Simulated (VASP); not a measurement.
Input of a VASP 6.6.1 run:

Contents of INCAR:

```
SYSTEM = GaN
PREC = Accurate ; ENCUT = 520
EDIFF = 1E-6 ; ISMEAR = -1
SIGMA = 0.05 ; LREAL = .FALSE.
LASPH = .TRUE. ; NELM = 60
ALGO = Normal ; ISIF = 2
LWAVE = .FALSE. ; LCHARG = .TRUE.
LELF = .TRUE. ; LVHAR = .TRUE.
NBANDS = 16
```

Contents of KPOINTS:

```
Automatic mesh
0
G
  11 11 11
  0 0 0
```

The input POSCAR:

```
GaN
1.0
    0.0000000000      2.1633334196      2.1633334196
    2.1633334196      0.0000000000      2.1633334196
    2.1633334196      2.1633334196      0.0000000000
Ga N
1 1
Direct
    0.0000000000      0.0000000000      0.0000000000
    0.5000000000      0.5000000000      0.5000000000
```

Potentials or basis: VASP PAW LDA potentials, release 64 (Ga_d, N).

Run with:

```console
$ cat potpaw_LDA.64/Ga_d/POTCAR potpaw_LDA.64/N/POTCAR > POTCAR
$ mpirun -np 1 vasp_std > vasp.out
```

Task: What does it give for the pressure?

Result: -19.0 GPa.

Task: Estimate the band gap on the k mesh.

Result: 0.14 eV, indirect (least direct gap 1.98 eV).

A k mesh can miss the band edges.
